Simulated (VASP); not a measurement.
# BiTe (Fm-3m) in VASP: further runs, part 2 of 2

VASP 6.6.1. Earlier steps stand in the parts before.

### Step 4. Electric field gradients, PBE (volume scaled by 1.02)

File INCAR:

```
ALGO = Normal ; EDIFF = 1E-8
ENCUT = 520 ; GGA = PE
ISIF = 2 ; ISMEAR = -1
LASPH = T ; LCHARG = F
LEFG = T ; LREAL = F
LWAVE = F ; NBANDS = 18
NELM = 60 ; PREC = Accurate
SIGMA = 0.08
```

File KPOINTS:

```
k-points
0
Gamma
  10 10 10
```

File POSCAR:

```
BiTe
1.0
    0.0000000000      3.2564244654      3.2564244654
    3.2564244654      0.0000000000      3.2564244654
    3.2564244654      3.2564244654      0.0000000000
Bi Te
1 1
Direct
    0.0000000000      0.0000000000      0.0000000000
    0.5000000000      0.5000000000      0.5000000000
```

Potentials or basis: VASP PAW PBE potentials, release 64 (Bi_d, Te).

Command:

```console
> cat potpaw_PBE.64/Bi_d/POTCAR potpaw_PBE.64/Te/POTCAR > POTCAR
> mpirun -np 1 vasp_std > vasp.out
```

OUTCAR:

```text
EDIFF = 1E-8
   ENCUT = 520
   GGA = PE
   ISIF = 2
   ISMEAR = -1
   LASPH = T
   LREAL = F
   NELM = 60
   PREC = Accurate

 ion  position               nearest neighbor table
   1  0.000  0.000  0.000-   2 3.26   2 3.26   2 3.26   2 3.26   2 3.26   2 3.26
   2  0.500  0.500  0.500-   1 3.26   1 3.26   1 3.26   1 3.26   1 3.26   1 3.26

  LATTYP: Found a face centered cubic cell.
 ALAT       =     6.5128489308

  Lattice vectors:

 A1 = (   0.0000000000,   3.2564244654,   3.2564244654)
 A2 = (   3.2564244654,   0.0000000000,   3.2564244654)
 A3 = (   3.2564244654,   3.2564244654,   0.0000000000)

Analysis of symmetry for initial positions (statically):
=====================================================================
 Subroutine PRICEL returns:
 Original cell was already a primitive cell.

 Routine SETGRP: Setting up the symmetry group for a
 face centered cubic supercell.

 Subroutine GETGRP returns: Found 48 space group operations
 (whereof 48 operations were pure point group operations)
 out of a pool of 48 trial point group operations.

The static configuration has the point symmetry O_h .

Analysis of symmetry for dynamics (positions and initial velocities):
=====================================================================
 Subroutine PRICEL returns:
 Original cell was already a primitive cell.

 Routine SETGRP: Setting up the symmetry group for a
 face centered cubic supercell.

 Subroutine GETGRP returns: Found 48 space group operations
 (whereof 48 operations were pure point group operations)
 out of a pool of 48 trial point group operations.

The dynamic configuration has the point symmetry O_h .

[... 156 lines left out ...]
      2     -16.7344      2.00000
      3     -16.7325      2.00000
      4     -16.7325      2.00000
      5     -16.7325      2.00000
      6      -6.9752      2.00000
[... 481 lines left out ...]
      5     -16.7250      2.00000
      6      -5.7048      2.00000
[... 10 lines left out ...]
     17      15.3253      0.00000
     18      15.4054      0.00000

 [... further k-points ...]

------------------------ aborting loop because EDIFF is reached ----------------------------------------

  FORCE on cell =-STRESS in cart. coord.  units (eV):
  Direction    XX          YY          ZZ          XY          YZ          ZX
  --------------------------------------------------------------------------------------
  -------------------------------------------------------------------------------------
  Total       -0.0904655     -0.0904655     -0.0904655     -0.0000000      0.0000000      0.0000000
  in kB       -2.0986536     -2.0986536     -2.0986536     -0.0000000      0.0000000      0.0000000
  external PRESSURE =      -2.0986536 kB  Pullay stress =       0.0000000 kB

 VOLUME and BASIS-vectors are now :
 -----------------------------------------------------------------------------
  energy-cutoff  :      520.00
  volume of cell :       69.06
      direct lattice vectors                 reciprocal lattice vectors
     0.000000000  3.256424465  3.256424465    -0.153542637  0.153542637  0.153542637
     3.256424465  0.000000000  3.256424465     0.153542637 -0.153542637  0.153542637
     3.256424465  3.256424465  0.000000000     0.153542637  0.153542637 -0.153542637

 POSITION                                       TOTAL-FORCE (eV/Angst)
 -----------------------------------------------------------------------------------
      0.00000      0.00000      0.00000         0.000000     -0.000000     -0.000000
      3.25642      3.25642      3.25642        -0.000000      0.000000      0.000000
 -----------------------------------------------------------------------------------
    total drift:                               -0.000000      0.000000      0.000000

  FREE ENERGIE OF THE ION-ELECTRON SYSTEM (eV)
  ---------------------------------------------------
  free  energy   TOTEN  =        -7.1896324101 eV

  energy  without entropy=       -7.1584326625  energy(sigma->0) =       -7.17403254

 Electric field gradients (V/A^2)
---------------------------------------------------------------------
 ion       V_xx      V_yy      V_zz      V_xy      V_xz      V_yz
---------------------------------------------------------------------
   1      -0.000     0.000     0.000     0.001     0.001     0.001
   2       0.000    -0.000     0.000    -0.000    -0.000    -0.000
---------------------------------------------------------------------

 Electric field gradients after diagonalization (V/A^2)
 (convention: |V_zz| > |V_xx| > |V_yy|)
----------------------------------------------------------------------
 ion       V_xx      V_yy      V_zz     asymmetry (V_yy - V_xx)/ V_zz
----------------------------------------------------------------------
   1      -0.001    -0.001     0.002       0.000
   2       0.000     0.000    -0.000       0.000
----------------------------------------------------------------------

           NMR quadrupolar parameters

 Cq : quadrupolar parameter    Cq=e*Q*V_zz/h
 eta: asymmetry parameters     (V_yy - V_xx)/ V_zz
 Q  : nuclear electric quadrupole moment in mb (millibarn)
----------------------------------------------------------------------
 ion       Cq(MHz)       eta       Q (mb)
----------------------------------------------------------------------
   1       0.000       0.000       1.000
   2      -0.000       0.000       1.000
----------------------------------------------------------------------
```

Run time: 1.7 min. Hardware: 1 thread of AMD EPYC 7R43 (Zen 3), shared host; peak memory 0.2 GiB.

What came out:

* Free energy: -7.1896 eV
* Pressure: -0.2 GPa

Caveat: the cell differs from its parent crystal (volume scaled by 1.02); without QUAD_EFG the Cq values of the log hold for a quadrupole moment of 1 mb, not for the nuclei; spin-orbit coupling is left out, which moves the levels of the heavy elements.

### Step 5. Electric field gradients, PBE (volume scaled by 1.04)

File INCAR:

```
SYSTEM = BiTe
PREC = Accurate
ENCUT = 520
EDIFF = 1E-8
ISMEAR = -1
SIGMA = 0.08
LREAL = .False.
LASPH = .True.
NELM = 100
ALGO = Normal
ISIF = 2
LWAVE = .False.
LCHARG = .False.
GGA = PE
LEFG = .True.
NBANDS = 18
```

File KPOINTS:

```
regular mesh
0
Gamma
  10 10 10
  0 0 0
```

File POSCAR:

```
BiTe
1.0
    0.0000000000      3.2775706714      3.2775706714
    3.2775706714      0.0000000000      3.2775706714
    3.2775706714      3.2775706714      0.0000000000
Bi Te
1 1
Direct
    0.0000000000      0.0000000000      0.0000000000
    0.5000000000      0.5000000000      0.5000000000
```

Potentials or basis: VASP PAW PBE potentials, release 64 (Bi_d, Te).

Command:

```console
> cat potpaw_PBE.64/Bi_d/POTCAR potpaw_PBE.64/Te/POTCAR > POTCAR
> mpirun -np 1 vasp_std > vasp.out
```

OUTCAR:

```text
SYSTEM = BiTe
   PREC = Accurate
   ENCUT = 520
   EDIFF = 1E-8
   ISMEAR = -1
   LREAL = .False.
   LASPH = .True.
   NELM = 100
   ISIF = 2
   GGA = PE

 ion  position               nearest neighbor table
   1  0.000  0.000  0.000-   2 3.28   2 3.28   2 3.28   2 3.28   2 3.28   2 3.28
   2  0.500  0.500  0.500-   1 3.28   1 3.28   1 3.28   1 3.28   1 3.28   1 3.28

  LATTYP: Found a face centered cubic cell.
 ALAT       =     6.5551413428

  Lattice vectors:

 A1 = (   0.0000000000,   3.2775706714,   3.2775706714)
 A2 = (   3.2775706714,   0.0000000000,   3.2775706714)
 A3 = (   3.2775706714,   3.2775706714,   0.0000000000)

Analysis of symmetry for initial positions (statically):
=====================================================================
 Subroutine PRICEL returns:
 Original cell was already a primitive cell.

 Routine SETGRP: Setting up the symmetry group for a
 face centered cubic supercell.

 Subroutine GETGRP returns: Found 48 space group operations
 (whereof 48 operations were pure point group operations)
 out of a pool of 48 trial point group operations.

The static configuration has the point symmetry O_h .

Analysis of symmetry for dynamics (positions and initial velocities):
=====================================================================
 Subroutine PRICEL returns:
 Original cell was already a primitive cell.

 Routine SETGRP: Setting up the symmetry group for a
 face centered cubic supercell.

 Subroutine GETGRP returns: Found 48 space group operations
 (whereof 48 operations were pure point group operations)
 out of a pool of 48 trial point group operations.

The dynamic configuration has the point symmetry O_h .

 Subroutine INISYM returns: Found 48 space group operations
 (whereof 48 operations are pure point group operations),
 and found     1 'primitive' translations

----------------------------------------------------------------------------------------

                                     Primitive cell

  volume of cell :      70.4184

  direct lattice vectors                    reciprocal lattice vectors
     0.000000000  3.277570671  3.277570671    -0.152552012  0.152552012  0.152552012
     3.277570671  0.000000000  3.277570671     0.152552012 -0.152552012  0.152552012
     3.277570671  3.277570671  0.000000000     0.152552012  0.152552012 -0.152552012

  length of vectors
     4.635184895  4.635184895  4.635184895     0.264227835  0.264227835  0.264227835

  position of ions in fractional coordinates (direct lattice)
     0.000000000  0.000000000  0.000000000
     0.500000000  0.500000000  0.500000000

  ion indices of the primitive-cell ions
   primitive index   ion index
                 1           1
                 2           2

----------------------------------------------------------------------------------------

 KPOINTS: regular mesh

Automatic generation of k-mesh.
 Grid dimensions read from file:
 generate k-points for:   10   10   10

[... 69 lines left out ...]
   ISIF   =      2    stress and relaxation
   ISYM   =      2    0-nonsym 1-usesym 2-fastsym
   POTIM  = 0.5000    time-step for ionic-motion
   TEBEG  =    0.0;   TEEND  =   0.0 temperature during run
   PSTRESS=    0.0 pullay stress
   NELECT =      21.0000    total number of electrons
   NUPDOWN=      -1.0000    fix difference up-down
   EMIN   =  10.00;   EMAX   =-10.00  energy-range for DOS
   EFERMI =   0.00;   METHOD = LEGACY
   ISMEAR =    -1;   SIGMA  =   0.08  broadening in eV -4-tet -1-fermi 0-gaus
   EFERMI_NEDOS =   21; number of points for ismear=-14 and -15
   IALGO  =     38    algorithm
   IMIX   =      4    mixing-type and parameters
     AMIX     =   0.40;   BMIX     =  1.00
     AMIX_MAG =   1.60;   BMIX_MAG =  1.00
  volume/ion in A,a.u.               =      35.21       237.60
  Fermi-wavevector in a.u.,A,eV,Ry     =   1.093753  2.066893 16.276586  1.196295
  Thomas-Fermi vector in A             =   2.230044
   LORBIT       =      0    0 simple, 1 ext, 2 COOP (PROOUT), +10 PAW based schemes
   GGA     = PE    functional components
   LHFCALC =     F    Hartree Fock is set to
   AEXX    =    0.0000 exact exchange contribution
   IVDW    =     0    specifies the selected vdW correction
   LEPSILON=     F    determine dielectric tensor
   LRPA    =     F    only Hartree local field effects (RPA)
 non-spin polarized calculation
  energy-cutoff  :      520.00
  volume of cell :       70.42
 maximum number of plane-waves:      1917
   NGX = 17   NGY = 17   NGZ = 17

 number of electron      20.9999994 magnetization

 Free energy of the ion-electron system (eV)
  ---------------------------------------------------
  ext. energy  EPLUGINS =         0.00000000
  ---------------------------------------------------
  free energy    TOTEN  =        -7.18447513 eV

  energy without entropy =       -7.15276855  energy(sigma->0) =       -7.16862184

 E-fermi :   6.1891     XC(G=0):  -9.2600

 val. band max:        6.1843943654   @ k =  -0.2000   0.1000   0.0000
 cond. band min:       6.2058212225   @ k =   0.5000   0.1000   0.0000
 fundamental gap:      0.0214268571
 Fermi energy:         6.1891190336

 k-point     1 :       0.0000    0.0000    0.0000
  band No.  band energies     occupation
      1     -16.9581      2.00000
      2     -16.9581      2.00000
      3     -16.9572      2.00000
      4     -16.9572      2.00000
      5     -16.9572      2.00000
      6      -7.0754      2.00000
[... 481 lines left out ...]
      5     -16.9503      2.00000
      6      -5.8449      2.00000
[... 10 lines left out ...]
     17      15.0658      0.00000
     18      15.1476      0.00000

 [... further k-points ...]

------------------------ aborting loop because EDIFF is reached ----------------------------------------

  FORCE on cell =-STRESS in cart. coord.  units (eV):
  Direction    XX          YY          ZZ          XY          YZ          ZX
  --------------------------------------------------------------------------------------
  -------------------------------------------------------------------------------------
  Total       -0.4673036     -0.4673036     -0.4673036     -0.0000000     -0.0000000      0.0000000
  in kB      -10.6322095    -10.6322095    -10.6322095     -0.0000000     -0.0000000      0.0000000
  external PRESSURE =     -10.6322095 kB  Pullay stress =       0.0000000 kB

 VOLUME and BASIS-vectors are now :
 -----------------------------------------------------------------------------
  energy-cutoff  :      520.00
  volume of cell :       70.42
      direct lattice vectors                 reciprocal lattice vectors
     0.000000000  3.277570671  3.277570671    -0.152552012  0.152552012  0.152552012
     3.277570671  0.000000000  3.277570671     0.152552012 -0.152552012  0.152552012
     3.277570671  3.277570671  0.000000000     0.152552012  0.152552012 -0.152552012

 POSITION                                       TOTAL-FORCE (eV/Angst)
 -----------------------------------------------------------------------------------
      0.00000      0.00000      0.00000        -0.000000     -0.000000     -0.000000
      3.27757      3.27757      3.27757         0.000000      0.000000      0.000000
 -----------------------------------------------------------------------------------
    total drift:                               -0.000000      0.000000      0.000000

  FREE ENERGIE OF THE ION-ELECTRON SYSTEM (eV)
  ---------------------------------------------------
  free  energy   TOTEN  =        -7.1844751308 eV

  energy  without entropy=       -7.1527685469  energy(sigma->0) =       -7.16862184

 Electric field gradients (V/A^2)
---------------------------------------------------------------------
 ion       V_xx      V_yy      V_zz      V_xy      V_xz      V_yz
---------------------------------------------------------------------
   1      -0.000     0.000     0.000     0.001     0.001     0.001
   2       0.000    -0.000    -0.000    -0.000    -0.000    -0.000
---------------------------------------------------------------------

 Electric field gradients after diagonalization (V/A^2)
 (convention: |V_zz| > |V_xx| > |V_yy|)
----------------------------------------------------------------------
 ion       V_xx      V_yy      V_zz     asymmetry (V_yy - V_xx)/ V_zz
----------------------------------------------------------------------
   1      -0.001    -0.001     0.003       0.000
   2       0.000     0.000    -0.000       0.000
----------------------------------------------------------------------

           NMR quadrupolar parameters

 Cq : quadrupolar parameter    Cq=e*Q*V_zz/h
 eta: asymmetry parameters     (V_yy - V_xx)/ V_zz
 Q  : nuclear electric quadrupole moment in mb (millibarn)
----------------------------------------------------------------------
 ion       Cq(MHz)       eta       Q (mb)
----------------------------------------------------------------------
   1       0.000       0.000       1.000
   2      -0.000       0.000       1.000
----------------------------------------------------------------------
```

Wall time 1.7 min (1 thread of AMD EPYC 7R43 (Zen 3), shared host); peak memory 0.19 GiB.

What came out:

* Free energy: -7.1845 eV
* Pressure: -1.1 GPa

Caveat: the cell differs from its parent crystal (volume scaled by 1.04); without QUAD_EFG the Cq values of the log hold for a quadrupole moment of 1 mb, not for the nuclei; spin-orbit coupling is left out, which moves the levels of the heavy elements.

### Step 6. Electric field gradients, PBE, non-collinear spin, zero start, spin-orbit coupling

This run uses another cell than the first one, of 33.86 Å³/atom, 1.042 times its volume.

File INCAR:

```
SYSTEM = BiTe
  ALGO = Normal
  EDIFF = 1E-8
  ENCUT = 520
  GGA = PE
  GGA_COMPAT = .FALSE.
  ISIF = 2
  ISMEAR = -1
  LASPH = .TRUE.
  LCHARG = .FALSE.
  LEFG = .TRUE.
  LORBIT = 11
  LORBMOM = .TRUE.
  LREAL = .FALSE.
  LSORBIT = .TRUE.
  LWAVE = .FALSE.
  MAGMOM = 0 0 0 0 0 0
  NBANDS = 33
  NELM = 150
  PREC = Accurate
  SIGMA = 0.08
```

File KPOINTS:

```
k-points
0
G
  10 10 10
  0 0 0
```

File POSCAR:

```
BiTe
1.0
    0.0000000000      3.2350000000      3.2350000000
    3.2350000000      0.0000000000      3.2350000000
    3.2350000000      3.2350000000      0.0000000000
Bi Te
1 1
Direct
    0.0000000000      0.0000000000      0.0000000000
    0.5000000000      0.5000000000      0.5000000000
```

Potentials or basis: VASP PAW PBE potentials, release 64 (Bi_d, Te).

Command:

```console
> cat potpaw_PBE.64/Bi_d/POTCAR potpaw_PBE.64/Te/POTCAR > POTCAR
> mpirun -np 1 vasp_ncl > vasp.out
```

OUTCAR:

```text
SYSTEM = BiTe
   EDIFF = 1E-8
   ENCUT = 520
   GGA = PE
   ISIF = 2
   ISMEAR = -1
   LASPH = .TRUE.
   LORBIT = 11
   LREAL = .FALSE.
   LSORBIT = .TRUE.
   NELM = 150
   PREC = Accurate

 ion  position               nearest neighbor table
   1  0.000  0.000  0.000-   2 3.23   2 3.23   2 3.23   2 3.23   2 3.23   2 3.23
   2  0.500  0.500  0.500-   1 3.23   1 3.23   1 3.23   1 3.23   1 3.23   1 3.23

  LATTYP: Found a face centered cubic cell.
 ALAT       =     6.4700000000

  Lattice vectors:

 A1 = (   0.0000000000,   3.2350000000,   3.2350000000)
 A2 = (   3.2350000000,   0.0000000000,   3.2350000000)
 A3 = (   3.2350000000,   3.2350000000,   0.0000000000)

[... 1186 lines left out ...]
     0.0001611     0.0000403     0.0000000     0.0000403     0.0000000
 l=   3
     0.0000000     0.0000000     0.0000000     0.0000000     0.0000000     0.0000000     0.0000000
     0.0000000     0.0000000     0.0000000     0.0000000     0.0000000     0.0000000     0.0000000
     0.0000000     0.0000000     0.0000000     0.0000000     0.0000000     0.0000000     0.0000000
     0.0000000     0.0000000     0.0000000     0.0000000     0.0000000     0.0000000     0.0000000
     0.0000000     0.0000000     0.0000000     0.0000000     0.0000000     0.0000000     0.0000000
     0.0000000     0.0000000     0.0000000     0.0000000     0.0000000     0.0000000     0.0000000
     0.0000000     0.0000000     0.0000000     0.0000000     0.0000000     0.0000000     0.0000000

 total charge

# of ion       s       p       d       tot
------------------------------------------
    1        1.569   1.208   9.928  12.705
    2        1.409   1.900   0.031   3.340
--------------------------------------------------
tot          2.978   3.108   9.959  16.045

 magnetization (x)

# of ion       s       p       d       tot
------------------------------------------
    1        0.000  -0.000  -0.000  -0.000
    2        0.000   0.000   0.000   0.000
--------------------------------------------------
tot          0.000  -0.000  -0.000  -0.000

 magnetization (y)

# of ion       s       p       d       tot
------------------------------------------
    1        0.000  -0.000  -0.000  -0.000
    2        0.000   0.000   0.000   0.000
--------------------------------------------------
tot          0.000  -0.000  -0.000  -0.000

 magnetization (z)

# of ion       s       p       d       tot
------------------------------------------
    1        0.000  -0.000   0.000  -0.000
    2       -0.000   0.000   0.000  -0.000
--------------------------------------------------
tot         -0.000  -0.000   0.000  -0.000
```

stdout:

```text
POSCAR found type information on POSCAR BiTe
 POSCAR found :  2 types and       2 ions
 scaLAPACK will be used
 LDA part: xc-table for (Slater+PW92), standard interpolation
 POSCAR, INCAR and KPOINTS ok, starting setup
 FFT: planning ... GRIDC
 FFT: planning ... GRID_SOFT
 FFT: planning ... GRID
 WAVECAR not read
 entering main loop
ion   1

ion   2
```

Run time: 3.9 min. Hardware: 1 thread of Intel Xeon Platinum 8375C at 2.90GHz (Ice Lake), shared host; peak memory 0.48 GiB.

Results:

```yaml
Free_energy: -8.1874 eV
Pressure: 1.9 GPa
Net_moment: 0.00 μB per cell
Valence_electrons_inside_the_program's_atomic_spheres: Bi 12.71; Te 3.34
```

Moments on the atoms (μB; x, y, z):
```
Bi  0.00 0.00 0.00
Te  0.00 0.00 0.00
```

Caveat: without QUAD_EFG the Cq values of the log hold for a quadrupole moment of 1 mb, not for the nuclei.

### Step 7. Overview

```tsv
spin	cell	gap on the mesh (eV)	pressure (GPa)
off	a = 4.513 Å, angles 60.0°, 2 atoms	none	3.0
off	a = 4.544 Å, angles 60.0°, 2 atoms	none	1.8
off	a = 4.605 Å, angles 60.0°, 2 atoms	none	-0.2
off	a = 4.635 Å, angles 60.0°, 2 atoms	none	-1.1
non-collinear, zero start, SOC	a = 4.575 Å, angles 60.0°, 2 atoms	-	1.9
```

Alike in all rows: task electric field gradients; level PBE; potentials or basis VASP PAW PBE potentials, release 64 (Bi_d, Te); k mesh 10 × 10 × 10; cutoff (eV) 520; smearing fermi-dirac 0.08 eV.

Caveats: spin-orbit coupling is left out, which moves the levels of the heavy elements (some runs).

Total energies depend on the potentials used, so only differences within one code and one set of settings carry meaning.
